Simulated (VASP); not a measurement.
# Re (P6_3/mmc) in VASP: notebook

The runs below take Re through elastic constants, vibrations by perturbation theory, with LDA.

All numbers are computed with VASP 6.6.1; they aren't measurements. Logs are shortened: lines on timing, memory, paths and dates and some standing lists are left out, and cuts for length are marked.

## 1. The cell of the first run

Symmetry: P6_3/mmc, No. 194, hexagonal system. Conventional cell: a = 2.761 Å, b = 2.761 Å, c = 4.458 Å, α = 90.00°, β = 90.00°, γ = 120.00°. Re (site symmetry -6m2) has 12 Re at 2.74 to 2.76 Å within 3.6 Å.

## 2. Elastic constants, LDA

Contents of INCAR:

```
PREC = Accurate ; ENCUT = 600
EDIFF = 1E-8 ; ISMEAR = -1
SIGMA = 0.05 ; LREAL = F
LASPH = T ; NELM = 60
ALGO = Normal ; ISIF = 3
LWAVE = F ; LCHARG = F
IBRION = 6 ; NFREE = 2
POTIM = 0.015 ; NSW = 1
```

Contents of KPOINTS:

```
regular mesh
0
Gamma
  8 8 5
```

Contents of POSCAR:

```
Re
1.0
    2.7608000000      0.0000000000      0.0000000000
   -1.3804000000      2.3909229348      0.0000000000
    0.0000000000      0.0000000000      4.4582000000
Re
2
Direct
    0.6666666667      0.3333333333      0.7500000000
    0.3333333333      0.6666666667      0.2500000000
```

Potentials or basis: VASP PAW LDA potentials, release 64 (Re).

Run with:

```
$ cat potpaw_LDA.64/Re/POTCAR > POTCAR
$ mpirun -np 1 vasp_std > vasp.out
```

OUTCAR:

```text
PREC = Accurate
   ENCUT = 600
   EDIFF = 1E-8
   ISMEAR = -1
   LREAL = F
   LASPH = T
   NELM = 60
   ISIF = 3
   IBRION = 6
   NFREE = 2
   POTIM = 0.015
   NSW = 1

 ion  position               nearest neighbor table
   1  0.667  0.333  0.750-   2 2.74   2 2.74   2 2.74   2 2.74   2 2.74   2 2.74
   2  0.333  0.667  0.250-   1 2.74   1 2.74   1 2.74   1 2.74   1 2.74   1 2.74

  LATTYP: Found a hexagonal cell.
 ALAT       =     2.7608000000
 C/A-ratio  =     1.6148217908

  Lattice vectors:

 A1 = (   2.7608000000,   0.0000000000,   0.0000000000)
 A2 = (  -1.3804000000,   2.3909229348,   0.0000000000)
 A3 = (   0.0000000000,   0.0000000000,   4.4582000000)

Analysis of symmetry for initial positions (statically):
=====================================================================
 Subroutine PRICEL returns:
 Original cell was already a primitive cell.

 Routine SETGRP: Setting up the symmetry group for a
 hexagonal supercell.

 Subroutine GETGRP returns: Found 24 space group operations
 (whereof 12 operations were pure point group operations)
 out of a pool of 24 trial point group operations.

The static configuration has the point symmetry D_3d.
 The point group associated with its full space group is D_6h.

Analysis of symmetry for dynamics (positions and initial velocities):
=====================================================================
 Subroutine PRICEL returns:
 Original cell was already a primitive cell.

 Routine SETGRP: Setting up the symmetry group for a
 hexagonal supercell.

 Subroutine GETGRP returns: Found 24 space group operations
 (whereof 12 operations were pure point group operations)
 out of a pool of 24 trial point group operations.

The dynamic configuration has the point symmetry D_3d.
 The point group associated with its full space group is D_6h.

 Subroutine INISYM returns: Found 24 space group operations
 (whereof 12 operations are pure point group operations),
 and found     1 'primitive' translations

----------------------------------------------------------------------------------------

                                     Primitive cell

  volume of cell :      29.4280

  direct lattice vectors                    reciprocal lattice vectors
     2.760800000  0.000000000  0.000000000     0.362213851  0.209124264  0.000000000
    -1.380400000  2.390922935  0.000000000     0.000000000  0.418248529  0.000000000
     0.000000000  0.000000000  4.458200000     0.000000000  0.000000000  0.224305774

  length of vectors
     2.760800000  2.760800000  4.458200000     0.418248529  0.418248529  0.224305774

  position of ions in fractional coordinates (direct lattice)
     0.666666667  0.333333333  0.750000000
     0.333333333  0.666666667  0.250000000

  ion indices of the primitive-cell ions
   primitive index   ion index
                 1           1
                 2           2

----------------------------------------------------------------------------------------

 KPOINTS: regular mesh

Automatic generation of k-mesh.
 Grid dimensions read from file:
 generate k-points for:    8    8    5

[... 118 lines left out ...]
  --------------------------------------------------------------------------------------
  -------------------------------------------------------------------------------------
  Total       -1.6087888     -1.6087888     -1.6274297      0.0000000      0.0000000      0.0000000
  in kB      -87.5889956    -87.5889956    -88.6038804      0.0000000      0.0000000      0.0000000
  external PRESSURE =     -87.9272905 kB  Pullay stress =       0.0000000 kB
[... 89 lines left out ...]
  FREE ENERGIE OF THE ION-ELECTRON SYSTEM (eV)
  ---------------------------------------------------
  free  energy   TOTEN  =       -27.5329898680 eV

  energy  without entropy=      -27.5224132448  energy(sigma->0) =      -27.52770156

[... ionic steps 4 to 14 ...]

--------------------------------------- Ionic step       15  -------------------------------------------

 number of electron      14.0000000 magnetization

------------------------ aborting loop because EDIFF is reached ----------------------------------------
[... 67 lines left out ...]
--------------------------------------- Ionic step       17  -------------------------------------------

 number of electron      14.0000000 magnetization

 Free energy of the ion-electron system (eV)
  ---------------------------------------------------
  ext. energy  EPLUGINS =         0.00000000
  ---------------------------------------------------
  free energy    TOTEN  =       -27.52337702 eV

  energy without entropy =      -27.51290532  energy(sigma->0) =      -27.51814117

 E-fermi :   7.8327     XC(G=0): -13.8417

 val. band max:        7.7769605128   @ k =   0.1250   0.1250   0.0000
 cond. band min:       7.8491797161   @ k =   0.3750   0.2500   0.4000
 fundamental gap:      0.0722192033
 Fermi energy:         7.8327483704

 k-point     1 :       0.0000    0.0000    0.0000
  band No.  band energies     occupation
      1      -1.9471      2.00000
      2       1.2354      2.00000
      3       6.2368      2.00000
      4       6.2368      2.00000
      5       6.2465      2.00000
      6       7.0705      2.00000
      7       7.0705      2.00000
      8       8.0160      0.04989
      9       8.0160      0.04989
     10       8.5968      0.00000
     11      11.1992      0.00000
[... 309 lines left out ...]
 k-point    24 :       0.3750   -0.0000    0.4000
  band No.  band energies     occupation
      1       1.4962      2.00000
      2       2.1316      2.00000
      3       3.6681      2.00000
      4       4.2346      2.00000
      5       7.1671      2.00000
      6       7.4797      1.99829
      7       8.0073      0.05919
      8       8.9624      0.00000
      9      11.0703      0.00000
     10      11.0838      0.00000
     11      11.4945      0.00000

 [... further k-points ...]
[... 5 lines left out ...]
  --------------------------------------------------------------------------------------
  -------------------------------------------------------------------------------------
  Total       -1.6054832     -1.6054832     -1.6114432      0.0000000      0.0000000     -0.0000000
  in kB      -87.4090256    -87.4090256    -87.7335129      0.0000000      0.0000000     -0.0000000
  external PRESSURE =     -87.5171881 kB  Pullay stress =       0.0000000 kB
[... 17 lines left out ...]
  FREE ENERGIE OF THE ION-ELECTRON SYSTEM (eV)
  ---------------------------------------------------
  free  energy   TOTEN  =       -27.5233770194 eV

  energy  without entropy=      -27.5129053182  energy(sigma->0) =      -27.51814117

 INTERNAL STRAIN TENSORS FROM STRAINED CELLS
 ============================================

 INTERNAL STRAIN TENSOR FOR ION    1 for displacements in x,y,z  (eV/Angst):
          X           Y           Z          XY          YZ          ZX
  --------------------------------------------------------------------------------
  x     0.00000    -0.00000     0.00000     1.47683    -0.00000     0.00000
  y     1.56101    -1.55304    -0.00000     0.00001     0.00004     0.00021
  z     0.00000     0.00000     0.00000    -0.00000    -0.07535    -0.00000

 INTERNAL STRAIN TENSORS FROM DISPLACED ATOMS
 ============================================

 INTERNAL STRAIN TENSOR FOR ION    1 for displacements in x,y,z  (eV/Angst):
          X           Y           Z          XY          YZ          ZX
  --------------------------------------------------------------------------------
  x     0.00000     0.00000     0.00000     1.56268     0.00000     0.00000
  y     1.56268    -1.56268    -0.00000     0.00000     0.00000     0.00000
  z     0.00000    -0.00000     0.00000     0.00000     0.00000     0.00000

 INTERNAL STRAIN TENSOR FOR ION    2 for displacements in x,y,z  (eV/Angst):
          X           Y           Z          XY          YZ          ZX
  --------------------------------------------------------------------------------
  x    -0.00000     0.00000     0.00000    -1.56268     0.00000     0.00000
  y    -1.56268     1.56268     0.00000     0.00000     0.00000     0.00000
  z    -0.00000     0.00000    -0.00000     0.00000     0.00000     0.00000

 Eigenvectors and eigenvalues of the dynamical matrix
 ----------------------------------------------------

   1 f  =    3.684508 THz    23.150444 2PiTHz  122.901947 cm-1    15.237892 meV
             X         Y         Z           dx          dy          dz
      1.380400  0.796974  3.343650     0.000000    0.000000    0.707107
     -0.000000  1.593949  1.114550    -0.000000    0.000000   -0.707107
[... 11 lines left out ...]
   4 f  =    0.000000 THz     0.000000 2PiTHz    0.000001 cm-1     0.000000 meV
             X         Y         Z           dx          dy          dz
      1.380400  0.796974  3.343650    -0.706993    0.001760   -0.012585
     -0.000000  1.593949  1.114550    -0.706993    0.001760   -0.012585

   5 f/i=    0.000000 THz     0.000000 2PiTHz    0.000001 cm-1     0.000000 meV
             X         Y         Z           dx          dy          dz
      1.380400  0.796974  3.343650    -0.001565    0.682904    0.183411
     -0.000000  1.593949  1.114550    -0.001565    0.682904    0.183411

   6 f/i=    0.000000 THz     0.000000 2PiTHz    0.000002 cm-1     0.000000 meV
             X         Y         Z           dx          dy          dz
      1.380400  0.796974  3.343650    -0.012611   -0.183409    0.682790
     -0.000000  1.593949  1.114550    -0.012611   -0.183409    0.682790

--------------------------------------------------------------------------------------------------------

 ELASTIC MODULI CONTR FROM IONIC RELAXATION (kBar)
 Direction    XX          YY          ZZ          XY          YZ          ZX
 --------------------------------------------------------------------------------
 XX         -29.2494     29.2494      0.0000      0.0000      0.0000      0.0000
 YY          29.2494    -29.2494     -0.0000     -0.0000      0.0000      0.0000
 ZZ           0.0000     -0.0000     -0.0000     -0.0000      0.0000      0.0000
 XY           0.0000     -0.0000     -0.0000    -29.2494      0.0000      0.0000
 YZ           0.0000      0.0000      0.0000      0.0000      0.0000      0.0000
 ZX           0.0000      0.0000      0.0000      0.0000      0.0000      0.0000
 --------------------------------------------------------------------------------

 TOTAL ELASTIC MODULI (kBar)
 Direction    XX          YY          ZZ          XY          YZ          ZX
 --------------------------------------------------------------------------------
 XX        6883.9483   2523.1873   1991.1342      0.0000     -0.0000     -0.0000
 YY        2523.1873   6883.9483   1991.1342     -0.0000     -0.0000     -0.0000
 ZZ        1991.1342   1991.1342   7679.2456     -0.0000      0.0000      0.0000
 XY           0.0000     -0.0000     -0.0000   2180.3805      0.0000      0.0000
 YZ           0.0000     -0.0000      0.0000      0.0000   1792.3155      0.0000
 ZX           0.0000      0.0000      0.0000      0.0000      0.0000   1792.3155
 --------------------------------------------------------------------------------
```

Wall time 4.2 min (1 thread of Intel Xeon Platinum 8259CL at 2.50GHz (Skylake/Cascade Lake), shared host); peak memory 0.22 GiB.

Results:

| Property | Result |
| --- | --- |
| Voigt bulk modulus | 383 GPa |
| Highest phonon frequency at Γ | 123 cm⁻¹ |

Phonon frequencies in cm⁻¹ (negative: imaginary):
```tsv
q point	frequencies
(0.000, 0.000, 0.000)	0 0 0 115 115 123
```

Elastic tensor in Voigt notation (GPa, in the Cartesian axes of the cell as first typed):
```
688 252 199   0   0   0
252 688 199   0   0   0
199 199 768   0   0   0
  0   0   0 179   0   0
  0   0   0   0 179   0
  0   0   0   0   0 218
```

Clamped-ion elastic tensor (GPa):
```
691 249 199   0   0   0
249 691 199   0   0   0
199 199 768   0   0   0
  0   0   0 179   0   0
  0   0   0   0 179   0
  0   0   0   0   0 221
```

Caveat: the cell is under stress, which shifts elastic constants; spin-orbit coupling is left out, which moves the levels of the heavy elements.

## 3. Vibrations by perturbation theory, LDA

Contents of INCAR:

```
  PREC = Accurate
  ENCUT = 520
  EDIFF = 1E-8
  ISMEAR = -1
  SIGMA = 0.05
  LREAL = F
  LASPH = T
  NELM = 100
  ALGO = Normal
  ISIF = 2
  LWAVE = F
  LCHARG = F
  GGA = CA
  NBANDS = 14
  IBRION = 8
  NSW = 1
```

KPOINTS is that of step 2.

POSCAR is that of step 2.

Potentials or basis: VASP PAW LDA potentials, release 64 (Re).

Run with:

```
$ cat potpaw_LDA.64/Re/POTCAR > POTCAR
$ mpirun -np 1 vasp_std > vasp.out
```

OUTCAR:

```text
PREC = Accurate
   ENCUT = 520
   EDIFF = 1E-8
   ISMEAR = -1
   LREAL = F
   LASPH = T
   NELM = 100
   ISIF = 2
   GGA = CA
   IBRION = 8
   NSW = 1

 ion  position               nearest neighbor table
   1  0.667  0.333  0.750-   2 2.74   2 2.74   2 2.74   2 2.74   2 2.74   2 2.74
   2  0.333  0.667  0.250-   1 2.74   1 2.74   1 2.74   1 2.74   1 2.74   1 2.74

  LATTYP: Found a hexagonal cell.
 ALAT       =     2.7608000000
 C/A-ratio  =     1.6148217908

[... 670 lines left out ...]
  1Z    -0.000000    0.000000   -5.181525    0.000000    0.000000    5.181525
  2X     4.534742    0.000000    0.000000   -4.534742    0.000000    0.000000
  2Y     0.000000    4.534742    0.000000    0.000000   -4.534742    0.000000
  2Z     0.000000    0.000000    5.181525   -0.000000    0.000000   -5.181525

 Eigenvectors and eigenvalues of the dynamical matrix
 ----------------------------------------------------

   1 f  =    3.688048 THz    23.172686 2PiTHz  123.020025 cm-1    15.252532 meV
             X         Y         Z           dx          dy          dz
      1.380400  0.796974  3.343650    -0.000000    0.000000   -0.707107
     -0.000000  1.593949  1.114550     0.000000    0.000000    0.707107
[... 16 lines left out ...]
   5 f  =    0.000000 THz     0.000000 2PiTHz    0.000000 cm-1     0.000000 meV
             X         Y         Z           dx          dy          dz
      1.380400  0.796974  3.343650     0.000000    0.000000    0.707107
     -0.000000  1.593949  1.114550    -0.000000    0.000000    0.707107

   6 f/i=    0.000000 THz     0.000000 2PiTHz    0.000001 cm-1     0.000000 meV
             X         Y         Z           dx          dy          dz
      1.380400  0.796974  3.343650    -0.707107   -0.000000   -0.000000
     -0.000000  1.593949  1.114550    -0.707107   -0.000000    0.000000

--------------------------------------------------------------------------------------------------------

 ELASTIC MODULI CONTR FROM IONIC RELAXATION (kBar)
 Direction    XX          YY          ZZ          XY          YZ          ZX
 --------------------------------------------------------------------------------
 XX         -31.7468     31.7468      0.0000      0.0000     -0.0000      0.0000
 YY          31.7468    -31.7468     -0.0000     -0.0000      0.0000      0.0000
 ZZ           0.0000     -0.0000     -0.0000      0.0000      0.0000      0.0000
 XY           0.0000     -0.0000      0.0000    -31.7468     -0.0000      0.0000
 YZ          -0.0000      0.0000      0.0000     -0.0000     -0.0000      0.0000
 ZX           0.0000      0.0000      0.0000      0.0000      0.0000      0.0000
 --------------------------------------------------------------------------------
```

Wall time 2.2 min (1 thread of Intel Xeon 8259CL, shared host); peak memory 0.21 GiB.

Results:

```
Highest phonon frequency at Γ : 123 cm⁻¹
```

Phonon frequencies in cm⁻¹ (negative: imaginary):
```csv
q point,frequencies
"(0.000, 0.000, 0.000)",0 0 0 115 115 123
```

Caveat: the cell stands under pressure or tension, which shifts response properties; spin-orbit coupling is left out, which moves the levels of the heavy elements.
